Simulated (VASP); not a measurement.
Here is a VASP 6.6.1 calculation.

Contents of INCAR:

```
PREC = Accurate
ENCUT = 520
EDIFF = 1E-6
ISMEAR = -1
SIGMA = 0.01
LREAL = False
LASPH = True
NELM = 80
ALGO = Normal
ISIF = 2
LWAVE = False
LCHARG = False
GGA = PS
NBANDS = 15
```

Contents of KPOINTS:

```
Automatic mesh
0
Gamma
  9 9 9
```

POSCAR

```
KF
1.0
    0.0000000000      2.7086816661      2.7086816661
    2.7086816661      0.0000000000      2.7086816661
    2.7086816661      2.7086816661      0.0000000000
K F
1 1
Direct
    0.0000000000      0.0000000000      0.0000000000
    0.5000000000      0.5000000000      0.5000000000
```

Potentials or basis: VASP PAW PBE potentials, release 64 (K_sv, F).

Launch:

```sh
$ cat potpaw_PBE.64/K_sv/POTCAR potpaw_PBE.64/F/POTCAR > POTCAR
$ mpirun -np 1 vasp_std > vasp.out
```

Question: Predict the band gap on the k mesh.

Answer: 5.83 eV, direct.

Question: What does it give for the pressure?

Answer: -1.8 GPa.

Caveat: the PAW data sets were made with another functional, which shifts forces and pressure a little. A k mesh can miss the band edges.
